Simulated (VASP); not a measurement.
Crystal: TePb.

```
Pb Te
1.0
     0.00000    3.01665    3.01665
     3.01665    0.00000    3.01665
     3.01665    3.01665    0.00000
Pb Te
1 1
Direct
  0.00000 0.00000 0.00000
  0.50000 0.50000 0.50000
```

```yaml
Program: VASP 6.6.1
Task: relaxation of cell and atoms
Functional: PBE
Potentials_or_basis: VASP PAW PBE potentials, release 64 (Pb_d, Te)
Cutoff: 600 eV
k_mesh: 6 × 6 × 6
Occupations: fermi-dirac, width 0.02 eV
Spin: no spin polarisation
```

At the start: pressure 17.7 GPa; volume 27.45 Å³/atom.

**Question.** How do energy, volume and symmetry change on relaxing?

**Answer.** Over 5 steps the energy falls by 346.6 meV/atom and the volume is 35.39 Å³/atom (+28.9 %); space group Fm-3m (No. 225, to 0.05 Å).

The path:
```
step  energy change (eV)  largest force (eV/Å)  pressure (GPa)  volume (Å³)
   1              0.0000                0.0000           17.68        54.90
   2             -0.5137                0.0000           -4.19        82.66
   3             -0.6931                0.0000            0.09        70.68
   4             -0.6930                0.0000           -0.12        71.02
   5             -0.6931                0.0000            0.02        70.78
```

Final structure:
```
Pb Te
1.0
     0.00000    3.28320    3.28320
     3.28320    0.00000    3.28320
     3.28320    3.28320    0.00000
Pb Te
1 1
Cartesian
  3.2832 0.0000 3.2832
  3.2832 3.2832 3.2832
```

Caveat: the volume moved by over 15 % at a fixed basis, so the end points are rough.
